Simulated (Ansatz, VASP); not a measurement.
SnS2 in VASP and in Ansatz

```
Sn S
1.0
     3.61223    0.00000    0.00000
    -1.80612    3.12829    0.00000
     0.00000    0.00000    5.45170
Sn S
1 2
Direct
  0.00000 0.00000 0.00000
  0.33333 0.66667 0.27008
  0.66667 0.33333 0.72992
```

Alike in both runs: task single point; functional PBEsol; k mesh 8 × 8 × 6; occupations gaussian, width 0.05 eV; non-collinear spin, spin-orbit coupling.

|  | VASP | Ansatz |
| --- | --- | --- |
| version | VASP 6.6.1 | Ansatz 0.2.0 |
| potentials or method | VASP PAW PBE potentials, release 64 (Sn_d, S), cutoff 500 eV | plane waves, PAW |
| valence electrons in the cell | 26 | 26 |

Ansatz gave:

| Quantity | Value |
| --- | --- |
| pressure (GPa) | 3.8 |
| traceless stress, the component that is largest in VASP (GPa) | 0.05 |
| rms of the force components (eV/Å) | 0.004 |

Question: Estimate VASP's values.

Answer: Pressure (GPa): 3.8; traceless stress, the component that is largest in VASP (GPa): 0.08; rms of the force components (eV/Å): 0.005.

VASP's potentials were made for PBE, not for PBEsol. Atom by atom the forces differ by 0.001 eV/Å (rms over components). With one functional, cell and mesh, what is left measures potentials, basis and numerics.
